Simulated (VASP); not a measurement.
Wanted: the native input for a VASP 6.6.1 run.

| Item | Value |
| --- | --- |
| Task | single point |
| Functional | PBE |
| Potentials or basis | VASP PAW PBE potentials, release 64 (Li_sv, Si) |
| Cutoff | 520 eV |
| k mesh | 8 × 8 × 8 |
| Occupations | gaussian, width 0.02 eV |
| Spin | no spin polarisation |
| Dipole correction | no |
| Further INCAR settings | ALGO = Normal; EDIFF = 1e-06; NBANDS = 16 |

The structure of Li4Si lies in POSCAR:

```
Li4Si
1.0
   -2.9632886178      2.9632886178      2.9632886178
    2.9632886178     -2.9632886178      2.9632886178
    2.9632886178      2.9632886178     -2.9632886178
Li Si
4 1
Direct
    0.5000000000      0.5000000000      0.5000000000
    0.0000000000      0.0000000000      0.5000000000
    0.0000000000      0.5000000000      0.0000000000
    0.5000000000      0.0000000000      0.0000000000
    0.0000000000      0.0000000000      0.0000000000
```

The input as run:

INCAR

```
SYSTEM = Li4Si
  PREC = Accurate
  ENCUT = 520
  EDIFF = 1E-6
  ISMEAR = 0
  SIGMA = 0.02
  LREAL = .False.
  LASPH = .True.
  NELM = 100
  ALGO = Normal
  ISIF = 2
  LWAVE = .False.
  LCHARG = .True.
  GGA = PE
  LELF = .True.
  LVHAR = .True.
  NBANDS = 16
```

KPOINTS

```
Automatic mesh
0
Gamma
  8 8 8
  0 0 0
```

Potentials or basis: VASP PAW PBE potentials, release 64 (Li_sv, Si).

The run is started by

```console
$ cat potpaw_PBE.64/Li_sv/POTCAR potpaw_PBE.64/Si/POTCAR > POTCAR
$ mpirun -np 1 vasp_std > vasp.out
```

It gave:

```yaml
Band_gap_on_the_k_mesh: 0.34 eV, indirect (least direct gap 0.60 eV)
```

It took 28 s on 1 thread of Intel(R) Xeon(R) Platinum 8488C (Sapphire Rapids) (shared host), peak memory 0.24 GiB.
